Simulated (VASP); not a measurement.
Write the native input for VASP 6.6.1 that does the following.

```
Task                   : relaxation of cell and atoms
Functional             : PBE
Potentials or basis    : VASP PAW PBE potentials, release 64 (Hf_pv, S)
Cutoff                 : 600 eV
k mesh                 : 6 × 6 × 1
Occupations            : gaussian, width 0.2 eV
Spin                   : no spin polarisation
Dipole correction      : no
Further INCAR settings : ALGO = Normal; EDIFF = 1e-07; IBRION = 2; EDIFFG = -0.08; NSW = 36; ISIF = 3
```

The structure of Hf7S lies in POSCAR:

```
Hf7S
1.0
    3.1700000000      0.0000000000      0.0000000000
   -1.5850000000      2.7453005300      0.0000000000
    0.0000000000      0.0000000000     17.9000000000
Hf S
7 1
Direct
    0.3333333300      0.6666666700      0.0980000000
    0.3333333300      0.6666666700      0.9020000000
    0.6666666700      0.3333333300      0.7680000000
    0.3333333300      0.6666666700      0.3660000000
    0.6666666700      0.3333333300      0.5000000000
    0.6666666700      0.3333333300      0.2320000000
    0.3333333300      0.6666666700      0.6340000000
    0.0000000000      0.0000000000      0.0000000000
```

One way to write it, as run:

INCAR

```
SYSTEM = Hf7S
PREC = Accurate ; ENCUT = 600
EDIFF = 1E-7 ; ISMEAR = 0
SIGMA = 0.2 ; LREAL = .False.
LASPH = .True. ; NELM = 80
ALGO = Normal ; ISIF = 3
LWAVE = .False. ; LCHARG = .False.
GGA = PE ; IBRION = 2
NSW = 36 ; EDIFFG = -0.08
```

KPOINTS

```
Automatic mesh
0
Gamma
  6 6 1
  0 0 0
```

Potentials or basis: VASP PAW PBE potentials, release 64 (Hf_pv, S).

Launch:

```console
$ cat potpaw_PBE.64/Hf_pv/POTCAR potpaw_PBE.64/S/POTCAR > POTCAR
$ mpirun -np 1 vasp_std > vasp.out
```

Results of the run:

```
Relaxed volume                        : 21.38 Å³/atom
Relaxed cell                          : a = 3.254 Å, b = 3.254 Å, c = 18.654 Å, α = 90.00°, β = 90.00°, γ = 120.00°
Space group after relaxing (to 0.1 Å) : P-6m2 (No. 187)
Energy gained by relaxing             : 74.5 meV/atom
Ionic steps                           : 7
Pressure after relaxing               : 0.2 GPa
Largest force after relaxing          : 0.062 eV/Å
Band gap on the k mesh                : zero (bands 38 and 39 overlap by 0.95 eV)
```

Caveat: the k points lie up to 0.37 Å⁻¹ apart in the final cell, too coarse for converged energies and pressures of a metal; spin-orbit coupling is left out, which moves the levels of the heavy elements; the relaxation stopped at a loose force limit of 0.08 eV/Å, so its end isn't a converged minimum.

Wall time 12 min on 1 thread of Intel(R) Xeon(R) Platinum 8488C (Sapphire Rapids) (shared host), peak memory 0.36 GiB.
